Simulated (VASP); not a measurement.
# Ti (Im-3m) in VASP: notebook

The runs below take Ti through single point, with PBEsol.

All numbers are computed with VASP 6.6.1; they aren't measurements. Logs are shortened: lines on timing, memory, paths and dates and some standing lists are left out, and cuts for length are marked.

### Step 1. The cell of the first run

The structure is cubic, space group Im-3m (No. 229). Conventional cell: a = 3.282 Å, b = 3.282 Å, c = 3.282 Å, α = 90.00°, β = 90.00°, γ = 90.00°. Within 3.7 Å of Ti (site symmetry m-3m) lie 14 Ti at 2.84 to 3.28 Å.

### Step 2. Single point, PBEsol

File INCAR:

```
SYSTEM = Ti
PREC = Accurate
ENCUT = 520
EDIFF = 1E-7
ISMEAR = -1
SIGMA = 0.02
LREAL = .FALSE.
LASPH = .TRUE.
NELM = 80
ALGO = Normal
ISIF = 2
LWAVE = .FALSE.
LCHARG = .TRUE.
GGA = PS
LELF = .TRUE.
LVHAR = .TRUE.
NBANDS = 12
```

File KPOINTS:

```
regular mesh
0
G
  6 6 6
  0 0 0
```

File POSCAR:

```
Ti
1.0
   -1.6410000000      1.6410000000      1.6410000000
    1.6410000000     -1.6410000000      1.6410000000
    1.6410000000      1.6410000000     -1.6410000000
Ti
1
Direct
    0.0000000000      0.0000000000      0.0000000000
```

Potentials or basis: VASP PAW PBE potentials, release 64 (Ti_sv).

On the command line:

```sh
$ cat potpaw_PBE.64/Ti_sv/POTCAR > POTCAR
$ mpirun -np 1 vasp_std > vasp.out
```

OUTCAR:

```text
SYSTEM = Ti
   PREC = Accurate
   ENCUT = 520
   EDIFF = 1E-7
   ISMEAR = -1
   LREAL = .FALSE.
   LASPH = .TRUE.
   NELM = 80
   ISIF = 2
   GGA = PS

 ion  position               nearest neighbor table
   1  0.000  0.000  0.000-

  LATTYP: Found a body centered cubic cell.
 ALAT       =     3.2820000000

  Lattice vectors:

 A1 = (  -1.6410000000,   1.6410000000,   1.6410000000)
 A2 = (   1.6410000000,  -1.6410000000,   1.6410000000)
 A3 = (   1.6410000000,   1.6410000000,  -1.6410000000)

Analysis of symmetry for initial positions (statically):
=====================================================================
 Subroutine PRICEL returns:
 Original cell was already a primitive cell.

 Routine SETGRP: Setting up the symmetry group for a
 body centered cubic supercell.

 Subroutine GETGRP returns: Found 48 space group operations
 (whereof 48 operations were pure point group operations)
 out of a pool of 48 trial point group operations.

The static configuration has the point symmetry O_h .

Analysis of symmetry for dynamics (positions and initial velocities):
=====================================================================
 Subroutine PRICEL returns:
 Original cell was already a primitive cell.

 Routine SETGRP: Setting up the symmetry group for a
 body centered cubic supercell.

 Subroutine GETGRP returns: Found 48 space group operations
 (whereof 48 operations were pure point group operations)
 out of a pool of 48 trial point group operations.

The dynamic configuration has the point symmetry O_h .

 Subroutine INISYM returns: Found 48 space group operations
 (whereof 48 operations are pure point group operations),
 and found     1 'primitive' translations

----------------------------------------------------------------------------------------

                                     Primitive cell

  volume of cell :      17.6761

  direct lattice vectors                    reciprocal lattice vectors
    -1.641000000  1.641000000  1.641000000     0.000000000  0.304692261  0.304692261
     1.641000000 -1.641000000  1.641000000     0.304692261  0.000000000  0.304692261
     1.641000000  1.641000000 -1.641000000     0.304692261  0.304692261  0.000000000

  length of vectors
     2.842295375  2.842295375  2.842295375     0.430899928  0.430899928  0.430899928

[... 72 lines left out ...]
   NSW    =      0    number of steps for IOM
   IBRION =     -1    ionic relax: 0-MD 1-quasi-New 2-CG
   NFREE  =      0    steps in history (QN), initial steepest desc. (CG)
   ISIF   =      2    stress and relaxation
   ISYM   =      2    0-nonsym 1-usesym 2-fastsym
   POTIM  = 0.5000    time-step for ionic-motion
   TEBEG  =    0.0;   TEEND  =   0.0 temperature during run
   PSTRESS=    0.0 pullay stress
   NELECT =      12.0000    total number of electrons
   NUPDOWN=      -1.0000    fix difference up-down
   EMIN   =  10.00;   EMAX   =-10.00  energy-range for DOS
   EFERMI =   0.00;   METHOD = LEGACY
   ISMEAR =    -1;   SIGMA  =   0.02  broadening in eV -4-tet -1-fermi 0-gaus
   EFERMI_NEDOS =   21; number of points for ismear=-14 and -15
   IALGO  =     38    algorithm
   IMIX   =      4    mixing-type and parameters
     AMIX     =   0.40;   BMIX     =  1.00
     AMIX_MAG =   1.60;   BMIX_MAG =  1.00
  volume/ion in A,a.u.               =      17.68       119.28
  Fermi-wavevector in a.u.,A,eV,Ry     =   1.438821  2.718977 28.166848  2.070205
  Thomas-Fermi vector in A             =   2.557745
   LORBIT       =      0    0 simple, 1 ext, 2 COOP (PROOUT), +10 PAW based schemes
   GGA     = PS    functional components
   LHFCALC =     F    Hartree Fock is set to
   AEXX    =    0.0000 exact exchange contribution
   IVDW    =     0    specifies the selected vdW correction
   LEPSILON=     F    determine dielectric tensor
   LRPA    =     F    only Hartree local field effects (RPA)
 non-spin polarized calculation
  energy-cutoff  :      520.00
  volume of cell :       17.68
 maximum number of plane-waves:       490
 NGX is ok and might be reduce to    24
   NGX = 11   NGY = 11   NGZ = 11

 number of electron      12.0000001 magnetization

 Free energy of the ion-electron system (eV)
  ---------------------------------------------------
  ext. energy  EPLUGINS =         0.00000000
  ---------------------------------------------------
  free energy    TOTEN  =        -8.18838697 eV

  energy without entropy =       -8.18232083  energy(sigma->0) =       -8.18535390

 E-fermi :   7.8500     XC(G=0): -11.5472

 val. band max:        7.6982183672   @ k =   0.3333   0.0000   0.0000
 cond. band min:       7.8570690865   @ k =   0.1667   0.1667   0.0000
 fundamental gap:      0.1588507193
 Fermi energy:         7.8499563922

 k-point     1 :       0.0000    0.0000    0.0000
  band No.  band energies     occupation
      1     -48.5472      2.00000
      2     -24.5184      2.00000
      3     -24.5184      2.00000
      4     -24.5184      2.00000
      5       1.8651      2.00000
      6       8.7498      0.00000
      7       8.7498      0.00000
      8       8.7498      0.00000
      9      10.4843      0.00000
     10      10.4843      0.00000
     11      25.0740      0.00000
     12      25.0740      0.00000
[... 211 lines left out ...]
 k-point    16 :       0.5000    0.5000    0.5000
  band No.  band energies     occupation
      1     -48.3346      2.00000
      2     -24.9625      2.00000
      3     -24.9625      2.00000
      4     -24.9625      2.00000
      5       5.7355      2.00000
      6       5.7355      2.00000
      7      11.6333      0.00000
      8      11.6333      0.00000
      9      11.6333      0.00000
     10      15.9909      0.00000
     11      15.9909      0.00000
     12      15.9909      0.00000

------------------------ aborting loop because EDIFF is reached ----------------------------------------

  FORCE on cell =-STRESS in cart. coord.  units (eV):
  Direction    XX          YY          ZZ          XY          YZ          ZX
  --------------------------------------------------------------------------------------
  -------------------------------------------------------------------------------------
  Total       -0.7912913     -0.7912913     -0.7912913     -0.0000000     -0.0000000      0.0000000
  in kB      -71.7234622    -71.7234622    -71.7234622     -0.0000000     -0.0000000      0.0000000
  external PRESSURE =     -71.7234622 kB  Pullay stress =       0.0000000 kB

 VOLUME and BASIS-vectors are now :
 -----------------------------------------------------------------------------
  energy-cutoff  :      520.00
  volume of cell :       17.68
      direct lattice vectors                 reciprocal lattice vectors
    -1.641000000  1.641000000  1.641000000     0.000000000  0.304692261  0.304692261
     1.641000000 -1.641000000  1.641000000     0.304692261  0.000000000  0.304692261
     1.641000000  1.641000000 -1.641000000     0.304692261  0.304692261  0.000000000

 POSITION                                       TOTAL-FORCE (eV/Angst)
 -----------------------------------------------------------------------------------
      0.00000      0.00000      0.00000         0.000000      0.000000     -0.000000
 -----------------------------------------------------------------------------------
    total drift:                                0.000000      0.000000      0.000000

  FREE ENERGIE OF THE ION-ELECTRON SYSTEM (eV)
  ---------------------------------------------------
  free  energy   TOTEN  =        -8.1883869671 eV

  energy  without entropy=       -8.1823208337  energy(sigma->0) =       -8.18535390
```

stdout:

```text
POSCAR found type information on POSCAR Ti
 POSCAR found :  1 types and       1 ions
 scaLAPACK will be used
 -----------------------------------------------------------------------------
|                                                                             |
|                                                                             |
|     You enforced a specific xc type in the INCAR file but a different       |
|     I HOPE YOU KNOW WHAT YOU ARE DOING!                                     |
|                                                                             |
 -----------------------------------------------------------------------------

 LDA part: xc-table for (Slater+PW92), standard interpolation
 POSCAR, INCAR and KPOINTS ok, starting setup
 FFT: planning ... GRIDC
 FFT: planning ... GRID_SOFT
 FFT: planning ... GRID
 WAVECAR not read
 entering main loop
```

It took 8 s on 1 thread of Intel Xeon 8259CL, shared host; peak memory 0.14 GiB.

Results:

| Quantity | Value |
| --- | --- |
| Free energy | -8.1884 eV |
| Pressure | -7.2 GPa |
| Band gap on the k mesh | zero (band 6 reaches 8.75 eV, above the bottom of band 7 at 7.27 eV) |

Levels at points of the mesh, in eV from the Fermi level:
| k point | band 4 | band 5 | band 6 | band 7 | band 8 | band 9 |
| --- | --- | --- | --- | --- | --- | --- |
| (0.00, 0.00, 0.00) | -32.37 | -5.98 | 0.90 | 0.90 | 0.90 | 2.63 |
| (0.50, 0.00, 0.00) | -32.37 | -2.49 | -0.46 | 1.03 | 2.62 | 2.96 |
| (0.50, 0.50, 0.50) | -32.81 | -2.11 | -2.11 | 3.78 | 3.78 | 3.78 |

Caveat: the k points lie up to 0.45 Å⁻¹ apart; the PAW data sets were made with another functional, which shifts forces and pressure a little.

### Step 3. Single point, PBEsol

File INCAR:

```
SYSTEM = Ti
PREC = Accurate
ENCUT = 520
EDIFF = 1E-7
ISMEAR = -1
SIGMA = 0.02
LREAL = .False.
LASPH = .True.
NELM = 60
ALGO = Normal
ISIF = 2
LWAVE = .False.
LCHARG = .True.
GGA = PS
LELF = .True.
LVHAR = .True.
NBANDS = 12
```

File KPOINTS:

```
regular mesh
0
Gamma
  8 8 8
  0 0 0
```

POSCAR is that of step 2.

Potentials or basis: VASP PAW PBE potentials, release 64 (Ti_sv).

On the command line:

```sh
$ cat potpaw_PBE.64/Ti_sv/POTCAR > POTCAR
$ mpirun -np 1 vasp_std > vasp.out
```

OUTCAR:

```text
SYSTEM = Ti
   PREC = Accurate
   ENCUT = 520
   EDIFF = 1E-7
   ISMEAR = -1
   LREAL = .False.
   LASPH = .True.
   NELM = 60
   ISIF = 2
   GGA = PS

 ion  position               nearest neighbor table
   1  0.000  0.000  0.000-

  LATTYP: Found a body centered cubic cell.
 ALAT       =     3.2820000000

  Lattice vectors:

 A1 = (  -1.6410000000,   1.6410000000,   1.6410000000)
 A2 = (   1.6410000000,  -1.6410000000,   1.6410000000)
 A3 = (   1.6410000000,   1.6410000000,  -1.6410000000)

Analysis of symmetry for initial positions (statically):
[... 529 lines left out ...]
      5       6.0423      2.00000
      6       6.9963      2.00000
      7       9.0641      0.00000
      8       9.5476      0.00000
      9      11.1251      0.00000
     10      12.1450      0.00000
     11      18.7582      0.00000
     12      20.5643      0.00000

 [... further k-points ...]
[... 5 lines left out ...]
  --------------------------------------------------------------------------------------
  -------------------------------------------------------------------------------------
  Total       -0.7870656     -0.7870656     -0.7870656      0.0000000      0.0000000      0.0000000
  in kB      -71.3404379    -71.3404379    -71.3404379      0.0000000      0.0000000      0.0000000
  external PRESSURE =     -71.3404379 kB  Pullay stress =       0.0000000 kB

 VOLUME and BASIS-vectors are now :
 -----------------------------------------------------------------------------
  energy-cutoff  :      520.00
  volume of cell :       17.68
      direct lattice vectors                 reciprocal lattice vectors
    -1.641000000  1.641000000  1.641000000     0.000000000  0.304692261  0.304692261
     1.641000000 -1.641000000  1.641000000     0.304692261  0.000000000  0.304692261
     1.641000000  1.641000000 -1.641000000     0.304692261  0.304692261  0.000000000

 POSITION                                       TOTAL-FORCE (eV/Angst)
 -----------------------------------------------------------------------------------
      0.00000      0.00000      0.00000        -0.000000      0.000000     -0.000000
 -----------------------------------------------------------------------------------
    total drift:                                0.000000      0.000000      0.000000

  FREE ENERGIE OF THE ION-ELECTRON SYSTEM (eV)
  ---------------------------------------------------
  free  energy   TOTEN  =        -8.2124618086 eV

  energy  without entropy=       -8.2091430405  energy(sigma->0) =       -8.21080242
```

stdout:

```text
POSCAR found type information on POSCAR Ti
 POSCAR found :  1 types and       1 ions
 scaLAPACK will be used
 -----------------------------------------------------------------------------
|                                                                             |
|                                                                             |
|     You enforced a specific xc type in the INCAR file but a different       |
|     I HOPE YOU KNOW WHAT YOU ARE DOING!                                     |
|                                                                             |
 -----------------------------------------------------------------------------

 LDA part: xc-table for (Slater+PW92), standard interpolation
 POSCAR, INCAR and KPOINTS ok, starting setup
 FFT: planning ... GRIDC
 FFT: planning ... GRID_SOFT
 FFT: planning ... GRID
 WAVECAR not read
 entering main loop
```

Run time: 11 s. Hardware: 1 thread of Intel Xeon 8259CL, shared host; peak memory 0.14 GiB.

What came out:

- Free energy: -8.2125 eV
- Pressure: -7.1 GPa
- Band gap on the k mesh: zero (band 6 reaches 8.75 eV, above the bottom of band 7 at 7.18 eV)

Levels at points of the mesh, in eV from the Fermi level:
```tsv
k point	band 4	band 5	band 6	band 7	band 8	band 9
(0.00, 0.00, 0.00)	-32.28	-5.90	0.98	0.98	0.98	2.72
(0.50, 0.00, 0.00)	-32.29	-2.40	-0.37	1.11	2.70	3.05
(0.50, 0.50, 0.50)	-32.73	-2.03	-2.03	3.87	3.87	3.87
```

Caveat: the PAW data sets were made with another functional, which shifts forces and pressure a little.
